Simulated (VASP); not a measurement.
Write the native input for VASP 6.6.1 that does the following.

- Task: single point
- Functional: LDA
- Potentials or basis: VASP PAW LDA potentials, release 64 (Si)
- Cutoff: 520 eV
- k mesh: 15 × 15 × 11
- Occupations: fermi-dirac, width 0.1 eV
- Spin: no spin polarisation
- Dipole correction: no
- Further INCAR settings: ALGO = Normal; EDIFF = 1e-06; NBANDS = 11

The structure of Si lies in POSCAR:

```
Si
1.0
   -2.3440381266      2.3451580279      1.2941190351
    2.3451580279     -2.3440381266      1.2941190351
    2.3446233062      2.3446233062     -1.2920679337
Si
2
Direct
    0.0000145753      0.9999854247      0.0000000000
    0.7499854247      0.2500145753      0.5000000000
```

These files were run (other wordings do the same):

INCAR

```
ALGO = Normal
EDIFF = 1E-6
ENCUT = 520
ISIF = 2
ISMEAR = -1
LASPH = True
LCHARG = False
LREAL = False
LWAVE = False
NBANDS = 11
NELM = 80
PREC = Accurate
SIGMA = 0.1
```

KPOINTS

```
k-points
0
Gamma
  15 15 11
```

Potentials or basis: VASP PAW LDA potentials, release 64 (Si).

The run is started by

```bash
$ cat potpaw_LDA.64/Si/POTCAR > POTCAR
$ mpirun -np 1 vasp_std > vasp.out
```

It gave:

The pressure is 5.4 GPa. The band gap on the k mesh is zero (bands 4 and 5 overlap by 6.79 eV).

Caveat: the cell stands under pressure.

Wall time 2.2 min on 1 thread of Intel(R) Xeon(R) Platinum 8259CL CPU @ 2.50GHz (Skylake/Cascade Lake), on a shared host, peak memory 0.26 GiB.
